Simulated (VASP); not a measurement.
# Si3Ge2: single point with PBE

The system is Si3Ge2.

```xyz
10
Lattice="2.8832 0.0000 0.0000 -1.4416 2.4969 0.0000 0.0000 0.0000 23.3802" Properties=species:S:1:pos:R:3 pbc="T T T"
Si    1.4416    0.8323   18.7041
Si    1.4416    0.8323    4.6760
Si    0.0000    1.6646   16.3661
Si    0.0000    1.6646   21.0422
Si    0.0000    1.6646    2.3380
Si    0.0000    1.6646    7.0141
Ge    1.4416    0.8323    0.0000
Ge    1.4416    0.8323    9.3521
Ge    1.4416    0.8323   14.0281
Ge    0.0000    1.6646   11.6901
```

```
Program             : VASP 6.6.1
Task                : single point
Functional          : PBE
Potentials or basis : VASP PAW PBE potentials, release 64 (Si, Ge_d)
Cutoff              : 520 eV
k mesh              : 6 × 6 × 1
Occupations         : gaussian, width 0.1 eV
Spin                : no spin polarisation
```

* Pressure: -1.2 GPa
* Largest force: 0.494 eV/Å
* Band gap on the k mesh: zero (bands 40 and 41 overlap by 9.35 eV)

Forces in eV/Å, atoms in the order of the input:
```
Si   0.000  0.000  0.000
Si   0.000  0.000  0.000
Si   0.000  0.000  0.488
Si   0.000  0.000 -0.471
Si   0.000  0.000  0.471
Si   0.000  0.000 -0.488
Ge   0.000  0.000  0.000
Ge   0.000  0.000 -0.494
Ge   0.000  0.000  0.494
Ge   0.000  0.000  0.000
```

Stress tensor (GPa, compression positive):
```
  3.49   0.00   0.00
  0.00   3.49   0.00
  0.00   0.00 -10.52
```

Levels at points of the mesh, in eV from the Fermi level:
```tsv
k point	band 37	band 38	band 39	band 40	band 41	band 42	band 43	band 44
(0.00, 0.00, 0.00)	3.28	7.03	7.03	7.15	7.16	7.16	7.21	7.45
(0.50, 0.00, 0.00)	-3.06	-2.88	-1.92	-1.51	-1.26	0.70	1.07	1.29
```

Run time: 110 s on 1 thread of Intel(R) Xeon(R) Platinum 8488C (Sapphire Rapids) (shared host), peak memory 0.31 GiB.

Caveat: the k points lie up to 0.42 Å⁻¹ apart, too coarse for converged energies and pressures of a metal.
